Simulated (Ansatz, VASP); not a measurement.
Rb in VASP and in Ansatz

INCAR

```
SYSTEM = Rb
PREC = Accurate ; ENCUT = 520
EDIFF = 1E-6 ; ISMEAR = 0
SIGMA = 0.15 ; LREAL = .False.
LASPH = .True. ; NELM = 80
ALGO = Fast ; ISIF = 2
LWAVE = .False. ; LCHARG = .False.
GGA = PE ; IVDW = 12
NBANDS = 16
```

KPOINTS

```
Automatic mesh
0
Gamma
  12 12 6
  0 0 0
```

Contents of POSCAR:

```
Rb
1.0
    2.6746747620     -4.6809345969      0.0000000000
    2.6746747620      4.6809345969      0.0000000000
    0.0000000000      0.0000000000      7.2483356354
Rb
2
Direct
    0.8359965595      0.1640034405      0.7500000000
    0.1640034405      0.8359965595      0.2500000000
```

Input for Ansatz:

```yaml
crystal:
  lattice:
    - [2.674674762, -4.6809345969, 0.0]
    - [2.674674762, 4.6809345969, 0.0]
    - [0.0, 0.0, 7.2483356354]
  atoms:
    - { symbol: Rb, position: [0.8359965595, 0.1640034405, 0.75] }
    - { symbol: Rb, position: [0.1640034405, 0.8359965595, 0.25] }
basis:
  ecutwfc: 420
kpoints:
  mp_grid: { grid: [12, 12, 6] }
hamiltonian:
  xc: pbe
  dispersion: d3bj
scf:
  occupations: { method: gaussian, width: 0.15 }
output:
  forces: true
  stress: true
  eigenvalues: true
```

Change from the starting cell: volume 90.749 Å^3 an atom, stretch along c over the lengths across it, relative to the relaxed cell 0.8336.

Alike in both runs: task single point; functional PBE; dispersion D3(BJ); k mesh 12 × 12 × 6; occupations gaussian, width 0.15 eV; no spin polarisation.

|  | VASP | Ansatz |
| --- | --- | --- |
| version | VASP 6.6.1 | Ansatz 0.2.0 |
| potentials or method | VASP PAW PBE potentials, release 64 (Rb_sv), cutoff 520 eV | scalar-relativistic, plane waves, PAW |
| valence electrons in the cell | 18 | 18 |

```tsv
	VASP	Ansatz	Ansatz less VASP
gap on the k mesh at the Fermi level (eV)	none	none	-
pressure (GPa)	-0.1	-0.1	0.00
traceless stress, the component that is largest in VASP (GPa)	0.34	0.34	0.000
```

A gap of «none» marks a metal or a gap that the smearing closes.
